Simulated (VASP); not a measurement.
Input of a VASP 6.6.1 run:

INCAR

```
SYSTEM = KI
PREC = Accurate
ENCUT = 520
EDIFF = 1E-6
ISMEAR = 0
SIGMA = 0.05
LREAL = .False.
LASPH = .True.
NELM = 100
ALGO = Normal
ISIF = 2
LWAVE = .False.
LCHARG = .True.
GGA = CA
LELF = .True.
LVHAR = .True.
NBANDS = 15
```

KPOINTS

```
regular mesh
0
Gamma
  6 6 6
  0 0 0
```

POSCAR

```
KI
1.0
    0.0000000000      3.5950410000      3.5245500000
    3.5245500000      0.0000000000      3.5245500000
    3.5245500000      3.5950410000      0.0000000000
K I
1 1
Direct
    0.0000000000      0.0000000000      0.0000000000
    0.5000000000      0.5000000000      0.5000000000
```

Potentials or basis: VASP PAW LDA potentials, release 64 (K_sv, I).

Run with:

```console
$ cat potpaw_LDA.64/K_sv/POTCAR potpaw_LDA.64/I/POTCAR > POTCAR
$ mpirun -np 1 vasp_std > vasp.out
```

Task: Predict the band gap on the k mesh.

Result: 3.58 eV, direct.

Task: Estimate the pressure.

Result: -1.4 GPa.

Stress tensor (GPa, compression positive):
```
-1.28  0.00  0.00
 0.00 -1.62  0.00
 0.00  0.00 -1.28
```

Caveat: the cell differs from its parent crystal (strain +0.0200 x Voigt [0, 1, 0, 0, 0, 0]); spin-orbit coupling is left out, which moves the levels of the heavy elements.
